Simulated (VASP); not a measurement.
# Mo (I4/mmm) in VASP: further runs

The runs below take Mo through single point, with PBEsol.

Everything below comes from runs of VASP 6.6.1. Logs are shortened: lines on timing, memory, paths and dates and some standing lists are left out, and cuts for length are marked.

## (1) The cell of the first run

The structure is tetragonal, space group I4/mmm (No. 139). The conventional cell has a = 2.891 Å, b = 2.891 Å, c = 3.142 Å, α = 90.00°, β = 90.00°, γ = 90.00°. Mo (site symmetry 4/mmm) has 14 Mo at 2.58 to 3.14 Å within 3.4 Å.

## (2) Single point, PBEsol (strain -0.080 along x and y, +0.000 along z)

The input, INCAR:

```
SYSTEM = Mo
ALGO = Fast
EDIFF = 1E-6
ENCUT = 520
GGA = PS
ISIF = 2
ISMEAR = 0
LASPH = .True.
LCHARG = .True.
LELF = .True.
LREAL = .False.
LVHAR = .True.
LWAVE = .False.
NBANDS = 13
NELM = 60
PREC = Accurate
SIGMA = 0.15
```

The input, KPOINTS:

```
k-points
0
Gamma
  22 22 22
  0 0 0
```

The input, POSCAR:

```
Mo
1.0
   -1.4453200000      1.4453200000      1.5710000000
    1.4453200000     -1.4453200000      1.5710000000
    1.4453200000      1.4453200000     -1.5710000000
Mo
1
Direct
    0.0000000000      0.0000000000      0.0000000000
```

Potentials or basis: VASP PAW PBE potentials, release 64 (Mo_sv).

Launch:

```bash
> cat potpaw_PBE.64/Mo_sv/POTCAR > POTCAR
> mpirun -np 1 vasp_std > vasp.out
```

OUTCAR:

```text
SYSTEM = Mo
   EDIFF = 1E-6
   ENCUT = 520
   GGA = PS
   ISIF = 2
   ISMEAR = 0
   LASPH = .True.
   LREAL = .False.
   NELM = 60
   PREC = Accurate

 ion  position               nearest neighbor table
   1  0.000  0.000  0.000-

  LATTYP: Found a body centered tetragonal cell.
 ALAT       =     2.8906400000
 C/A-ratio  =     1.0869565217

  Lattice vectors:

 A1 = (  -1.4453200000,   1.4453200000,   1.5710000000)
 A2 = (   1.4453200000,  -1.4453200000,   1.5710000000)
 A3 = (   1.4453200000,   1.4453200000,  -1.5710000000)

Analysis of symmetry for initial positions (statically):
=====================================================================
 Subroutine PRICEL returns:
 Original cell was already a primitive cell.

 Routine SETGRP: Setting up the symmetry group for a
 body centered tetragonal supercell.

 Subroutine GETGRP returns: Found 16 space group operations
 (whereof 16 operations were pure point group operations)
 out of a pool of 16 trial point group operations.

The static configuration has the point symmetry D_4h.

Analysis of symmetry for dynamics (positions and initial velocities):
=====================================================================
 Subroutine PRICEL returns:
 Original cell was already a primitive cell.

 Routine SETGRP: Setting up the symmetry group for a
 body centered tetragonal supercell.

 Subroutine GETGRP returns: Found 16 space group operations
 (whereof 16 operations were pure point group operations)
 out of a pool of 16 trial point group operations.

The dynamic configuration has the point symmetry D_4h.

 Subroutine INISYM returns: Found 16 space group operations
 (whereof 16 operations are pure point group operations),
 and found     1 'primitive' translations

----------------------------------------------------------------------------------------

                                     Primitive cell

  volume of cell :      13.1270

  direct lattice vectors                    reciprocal lattice vectors
    -1.445320000  1.445320000  1.571000000     0.000000000  0.345944151  0.318268619
     1.445320000 -1.445320000  1.571000000     0.345944151  0.000000000  0.318268619
     1.445320000  1.445320000 -1.571000000     0.345944151  0.345944151  0.000000000

  length of vectors
     2.577972227  2.577972227  2.577972227     0.470076876  0.470076876  0.489238910

[... 85 lines left out ...]
   ISYM   =      2    0-nonsym 1-usesym 2-fastsym
   POTIM  = 0.5000    time-step for ionic-motion
   TEBEG  =    0.0;   TEEND  =   0.0 temperature during run
   PSTRESS=    0.0 pullay stress
   NELECT =      14.0000    total number of electrons
   NUPDOWN=      -1.0000    fix difference up-down
   EMIN   =  10.00;   EMAX   =-10.00  energy-range for DOS
   EFERMI =   0.00;   METHOD = LEGACY
   ISMEAR =     0;   SIGMA  =   0.15  broadening in eV -4-tet -1-fermi 0-gaus
   EFERMI_NEDOS =   21; number of points for ismear=-14 and -15
   IALGO  =     68    algorithm
   IMIX   =      4    mixing-type and parameters
     AMIX     =   0.40;   BMIX     =  1.00
     AMIX_MAG =   1.60;   BMIX_MAG =  1.00
  volume/ion in A,a.u.               =      13.13        88.59
  Fermi-wavevector in a.u.,A,eV,Ry     =   1.672615  3.160785 38.064237  2.797643
  Thomas-Fermi vector in A             =   2.757731
   LORBIT       =      0    0 simple, 1 ext, 2 COOP (PROOUT), +10 PAW based schemes
   GGA     = PS    functional components
   LHFCALC =     F    Hartree Fock is set to
   AEXX    =    0.0000 exact exchange contribution
   IVDW    =     0    specifies the selected vdW correction
   LEPSILON=     F    determine dielectric tensor
   LRPA    =     F    only Hartree local field effects (RPA)
 non-spin polarized calculation
 RMM-DIIS sequential band-by-band and
 Gauss-broadening in eV      SIGMA  =   0.15
  energy-cutoff  :      520.00
  volume of cell :       13.13
 maximum number of plane-waves:       371
   NGX =  9   NGY =  9   NGZ =  9

 number of electron      14.0000003 magnetization

 Free energy of the ion-electron system (eV)
  ---------------------------------------------------
  ext. energy  EPLUGINS =         0.00000000
  ---------------------------------------------------
  free energy    TOTEN  =       -11.33067991 eV

  energy without entropy =      -11.32345925  energy(sigma->0) =      -11.32706958

 E-fermi :  15.5071     XC(G=0): -14.5390

 val. band max:       15.5028157733   @ k =  -0.0909  -0.1818   0.0455
 cond. band min:      15.5125386555   @ k =   0.4091   0.1364   0.0455
 fundamental gap:      0.0097228822
 Fermi energy:        15.5071275184

 k-point     1 :       0.0000    0.0000    0.0000
  band No.  band energies     occupation
      1     -45.8135      2.00000
      2     -18.5629      2.00000
      3     -18.5533      2.00000
      4     -18.5533      2.00000
      5       7.7361      2.00000
      6      13.4342      2.00000
      7      13.4342      2.00000
      8      14.5593      2.00000
      9      16.6030      0.00000
     10      18.1056      0.00000
     11      29.4168      0.00000
     12      31.1688      0.00000
     13      31.1688      0.00000
[... 354 lines left out ...]
  band No.  band energies     occupation
      1     -45.3151      2.00000
      2     -20.8672      2.00000
      3     -19.2135      2.00000
      4     -18.5962      2.00000
      5       9.2659      2.00000
      6      11.6919      2.00000
      7      16.1278      0.00000
      8      17.3166      0.00000
      9      18.7219      0.00000
     10      21.0631      0.00000
     11      28.1678      0.00000
     12      30.2048      0.00000
     13      36.2630      0.00000

 [... further k-points ...]

------------------------ aborting loop because EDIFF is reached ----------------------------------------

  FORCE on cell =-STRESS in cart. coord.  units (eV):
  Direction    XX          YY          ZZ          XY          YZ          ZX
  --------------------------------------------------------------------------------------
  -------------------------------------------------------------------------------------
  Total        5.9353255      5.9353255      3.2518888      0.0000000      0.0000000     -0.0000000
  in kB      724.4208196    724.4208196    396.9008895      0.0000000      0.0000000     -0.0000000
  external PRESSURE =     615.2475096 kB  Pullay stress =       0.0000000 kB

 VOLUME and BASIS-vectors are now :
 -----------------------------------------------------------------------------
  energy-cutoff  :      520.00
  volume of cell :       13.13
      direct lattice vectors                 reciprocal lattice vectors
    -1.445320000  1.445320000  1.571000000     0.000000000  0.345944151  0.318268619
     1.445320000 -1.445320000  1.571000000     0.345944151  0.000000000  0.318268619
     1.445320000  1.445320000 -1.571000000     0.345944151  0.345944151  0.000000000

 POSITION                                       TOTAL-FORCE (eV/Angst)
 -----------------------------------------------------------------------------------
      0.00000      0.00000      0.00000        -0.000000     -0.000000     -0.000000
 -----------------------------------------------------------------------------------
    total drift:                                0.000000     -0.000000      0.000000

  FREE ENERGIE OF THE ION-ELECTRON SYSTEM (eV)
  ---------------------------------------------------
  free  energy   TOTEN  =       -11.3306799143 eV

  energy  without entropy=      -11.3234592479  energy(sigma->0) =      -11.32706958
```

Wall time 3.1 min (1 thread of Intel Xeon 8259CL, shared host); peak memory 0.24 GiB.

Results:

* Free energy: -11.3307 eV
* Pressure: 61.5 GPa
* Band gap on the k mesh: zero (bands 7 and 8 overlap by 6.18 eV)

Stress tensor (GPa, compression positive):
```
72.44  0.00  0.00
 0.00 72.44  0.00
 0.00  0.00 39.69
```

Caveat: the cell differs from its parent crystal (strain -0.080 along x and y, +0.000 along z); the stress differs along the axes, from 40 to 72 GPa; the PAW data sets were made with another functional, which shifts forces and pressure a little.

## (3) Single point, PBEsol (strain -0.080 along x and y, +0.040 along z)

The input, INCAR:

```
PREC = Accurate
ENCUT = 520
EDIFF = 1E-7
ISMEAR = 0
SIGMA = 0.15
LREAL = F
LASPH = T
NELM = 100
ALGO = Fast
ISIF = 2
LWAVE = F
LCHARG = T
GGA = PS
LELF = T
LVHAR = T
NBANDS = 13
```

The input, KPOINTS:

```
regular mesh
0
Gamma
  22 22 22
```

The input, POSCAR:

```
Mo
1.0
   -1.4453200000      1.4453200000      1.6338400000
    1.4453200000     -1.4453200000      1.6338400000
    1.4453200000      1.4453200000     -1.6338400000
Mo
1
Direct
    0.0000000000      0.0000000000      0.0000000000
```

Potentials or basis: VASP PAW PBE potentials, release 64 (Mo_sv).

Launch:

```bash
> cat potpaw_PBE.64/Mo_sv/POTCAR > POTCAR
> mpirun -np 1 vasp_std > vasp.out
```

OUTCAR:

```text
PREC = Accurate
   ENCUT = 520
   EDIFF = 1E-7
   ISMEAR = 0
   LREAL = F
   LASPH = T
   NELM = 100
   ISIF = 2
   GGA = PS

 ion  position               nearest neighbor table
   1  0.000  0.000  0.000-

  LATTYP: Found a body centered tetragonal cell.
 ALAT       =     2.8906400000
 C/A-ratio  =     1.1304347826

  Lattice vectors:

 A1 = (  -1.4453200000,   1.4453200000,   1.6338400000)
 A2 = (   1.4453200000,  -1.4453200000,   1.6338400000)
 A3 = (   1.4453200000,   1.4453200000,  -1.6338400000)

Analysis of symmetry for initial positions (statically):
=====================================================================
 Subroutine PRICEL returns:
 Original cell was already a primitive cell.

 Routine SETGRP: Setting up the symmetry group for a
 body centered tetragonal supercell.

 Subroutine GETGRP returns: Found 16 space group operations
 (whereof 16 operations were pure point group operations)
 out of a pool of 16 trial point group operations.

The static configuration has the point symmetry D_4h.

Analysis of symmetry for dynamics (positions and initial velocities):
=====================================================================
 Subroutine PRICEL returns:
 Original cell was already a primitive cell.

 Routine SETGRP: Setting up the symmetry group for a
 body centered tetragonal supercell.

 Subroutine GETGRP returns: Found 16 space group operations
 (whereof 16 operations were pure point group operations)
 out of a pool of 16 trial point group operations.

The dynamic configuration has the point symmetry D_4h.

 Subroutine INISYM returns: Found 16 space group operations
 (whereof 16 operations are pure point group operations),
 and found     1 'primitive' translations

----------------------------------------------------------------------------------------

                                     Primitive cell

  volume of cell :      13.6520
[... 113 lines left out ...]
   LHFCALC =     F    Hartree Fock is set to
   AEXX    =    0.0000 exact exchange contribution
   IVDW    =     0    specifies the selected vdW correction
   LEPSILON=     F    determine dielectric tensor
   LRPA    =     F    only Hartree local field effects (RPA)
 non-spin polarized calculation
 RMM-DIIS sequential band-by-band and
 Gauss-broadening in eV      SIGMA  =   0.15
  energy-cutoff  :      520.00
  volume of cell :       13.65
 maximum number of plane-waves:       389
   NGX =  9   NGY =  9   NGZ =  9

 number of electron      14.0000001 magnetization

 Free energy of the ion-electron system (eV)
  ---------------------------------------------------
  ext. energy  EPLUGINS =         0.00000000
  ---------------------------------------------------
  free energy    TOTEN  =       -11.42246262 eV

  energy without entropy =      -11.41391249  energy(sigma->0) =      -11.41818755

 E-fermi :  14.7553     XC(G=0): -14.3051

 val. band max:       14.7537263163   @ k =  -0.3636   0.3182  -0.0000
 cond. band min:      14.7603101006   @ k =  -0.2727   0.4545   0.2727
 fundamental gap:      0.0065837843
 Fermi energy:        14.7553090507

 k-point     1 :       0.0000    0.0000    0.0000
  band No.  band energies     occupation
      1     -46.4659      2.00000
      2     -19.3626      2.00000
      3     -19.3611      2.00000
      4     -19.3611      2.00000
      5       7.1030      2.00000
      6      12.7768      2.00000
      7      12.7768      2.00000
      8      14.2957      1.99999
      9      15.4783      0.00000
     10      17.4555      0.00000
     11      28.3251      0.00000
     12      30.7758      0.00000
     13      30.7758      0.00000
[... 354 lines left out ...]
  band No.  band energies     occupation
      1     -46.0394      2.00000
      2     -21.4260      2.00000
      3     -19.9153      2.00000
      4     -19.4071      2.00000
      5       8.8323      2.00000
      6      11.4097      2.00000
      7      15.0490      0.00563
      8      16.2396      0.00000
      9      18.0226      0.00000
     10      19.9504      0.00000
     11      27.3222      0.00000
     12      28.7731      0.00000
     13      35.0923      0.00000

 [... further k-points ...]

------------------------ aborting loop because EDIFF is reached ----------------------------------------

  FORCE on cell =-STRESS in cart. coord.  units (eV):
  Direction    XX          YY          ZZ          XY          YZ          ZX
  --------------------------------------------------------------------------------------
  -------------------------------------------------------------------------------------
  Total        4.8489316      4.8489316      1.4917330      0.0000000     -0.0000000     -0.0000000
  in kB      569.0613627    569.0613627    175.0669377      0.0000000     -0.0000000     -0.0000000
  external PRESSURE =     437.7298877 kB  Pullay stress =       0.0000000 kB

 VOLUME and BASIS-vectors are now :
 -----------------------------------------------------------------------------
  energy-cutoff  :      520.00
  volume of cell :       13.65
      direct lattice vectors                 reciprocal lattice vectors
    -1.445320000  1.445320000  1.633840000     0.000000000  0.345944151  0.306027518
     1.445320000 -1.445320000  1.633840000     0.345944151  0.000000000  0.306027518
     1.445320000  1.445320000 -1.633840000     0.345944151  0.345944151  0.000000000

 POSITION                                       TOTAL-FORCE (eV/Angst)
 -----------------------------------------------------------------------------------
      0.00000      0.00000      0.00000        -0.000000      0.000000      0.000000
 -----------------------------------------------------------------------------------
    total drift:                                0.000000     -0.000000      0.000000

  FREE ENERGIE OF THE ION-ELECTRON SYSTEM (eV)
  ---------------------------------------------------
  free  energy   TOTEN  =       -11.4224626211 eV

  energy  without entropy=      -11.4139124856  energy(sigma->0) =      -11.41818755
```

stdout:

```text
POSCAR found type information on POSCAR Mo
 POSCAR found :  1 types and       1 ions
 scaLAPACK will be used
 -----------------------------------------------------------------------------
|                                                                             |
|                                                                             |
|     You enforced a specific xc type in the INCAR file but a different       |
|     I HOPE YOU KNOW WHAT YOU ARE DOING!                                     |
|                                                                             |
 -----------------------------------------------------------------------------

 LDA part: xc-table for (Slater+PW92), standard interpolation
 POSCAR, INCAR and KPOINTS ok, starting setup
 FFT: planning ... GRIDC
 FFT: planning ... GRID_SOFT
 FFT: planning ... GRID
 WAVECAR not read
 entering main loop
```

Run time: 4 min. Hardware: 1 thread of Intel Xeon 8259CL, shared host; peak memory 0.25 GiB.

What came out:

* Free energy: -11.4225 eV
* Pressure: 43.8 GPa
* Band gap on the k mesh: zero (bands 7 and 8 overlap by 5.83 eV)

Levels at points of the mesh, in eV from the Fermi level:
```tsv
k point	band 4	band 5	band 6	band 7	band 8	band 9	band 10	band 11
(0.00, 0.00, 0.00)	-34.12	-7.65	-1.98	-1.98	-0.46	0.72	2.70	13.57
(0.50, 0.00, 0.00)	-34.14	-6.09	-3.42	0.62	1.96	3.23	5.53	12.28
(0.50, 0.50, 0.00)	-34.33	-6.40	-5.08	3.07	3.38	3.58	6.01	12.29
(0.50, 0.50, 0.50)	-35.36	-6.74	-6.37	4.56	5.08	5.08	8.13	11.26
```

Caveat: the cell differs from its parent crystal (strain -0.080 along x and y, +0.040 along z); the stress differs along the axes, from 18 to 57 GPa; the PAW data sets were made with another functional, which shifts forces and pressure a little.

## (4) Single point, PBEsol (strain -0.080 along x and y, +0.080 along z)

The input, INCAR:

```
SYSTEM = Mo
ALGO = Fast
EDIFF = 1E-7
ENCUT = 520
GGA = PS
ISIF = 2
ISMEAR = 0
LASPH = .True.
LCHARG = .True.
LELF = .True.
LREAL = .False.
LVHAR = .True.
LWAVE = .False.
NBANDS = 13
NELM = 60
PREC = Accurate
SIGMA = 0.15
```

The input, KPOINTS:

```
k-points
0
Gamma
  22 22 22
  0 0 0
```

The input, POSCAR:

```
Mo
1.0
   -1.4453200000      1.4453200000      1.6966800000
    1.4453200000     -1.4453200000      1.6966800000
    1.4453200000      1.4453200000     -1.6966800000
Mo
1
Direct
    0.0000000000      0.0000000000      0.0000000000
```

Launch:

```bash
> cat potpaw_PBE.64/Mo_sv/POTCAR > POTCAR
> mpirun -np 1 vasp_std > vasp.out
```

It took 3.7 min on 1 thread of Intel Xeon 8259CL, shared host; peak memory 0.25 GiB.

Results (log left out):

- Free energy: -11.4552 eV
- Pressure: 29.1 GPa
- Band gap on the k mesh: zero (bands 7 and 8 overlap by 5.59 eV)

Stress tensor (GPa, compression positive):
```
41.73  0.00  0.00
 0.00 41.73  0.00
 0.00  0.00  3.78
```

Levels at points of the mesh, in eV from the Fermi level:
```tsv
k point	band 5	band 6	band 7	band 8	band 9	band 10
(0.00, 0.00, 0.00)	-7.51	-1.83	-1.83	-0.01	0.41	2.71
(0.50, 0.00, 0.00)	-5.77	-2.95	0.21	1.76	3.33	5.15
(0.50, 0.50, 0.00)	-6.12	-4.99	3.12	3.57	3.70	5.75
(0.50, 0.50, 0.50)	-6.37	-5.92	4.32	4.94	4.94	7.24
```

Caveat: the cell differs from its parent crystal (strain -0.080 along x and y, +0.080 along z); the stress differs along the axes, from 4 to 42 GPa; the PAW data sets were made with another functional, which shifts forces and pressure a little.

## (5) Overview

```tsv
cell	further INCAR settings	gap on the mesh (eV)	pressure (GPa)
a = 2.578 Å, angles 111.8, 111.8, 104.9°, 1 atom	ALGO = Fast; EDIFF = 1e-06; NBANDS = 13	none	61.5
a = 2.617 Å, angles 112.9, 112.9, 102.7°, 1 atom	ALGO = Fast; EDIFF = 1e-07; NBANDS = 13	none	43.8
a = 2.656 Å, angles 114.1, 114.1, 100.6°, 1 atom	ALGO = Fast; EDIFF = 1e-07; NBANDS = 13	none	29.1
```

Alike in all rows: task single point; level PBEsol; potentials or basis VASP PAW PBE potentials, release 64 (Mo_sv); no spin polarisation; k mesh 22 × 22 × 22; cutoff (eV) 520; smearing gaussian 0.15 eV.

Caveats: the PAW data sets were made with another functional, which shifts forces and pressure a little; the stress differs along the axes, from 40 to 72 GPa (at least some runs); the stress differs along the axes, from 18 to 57 GPa (at least some runs); the stress differs along the axes, from 4 to 42 GPa (at least some runs).

Total energies depend on the potentials used, so only differences within one code and one set of settings carry meaning.
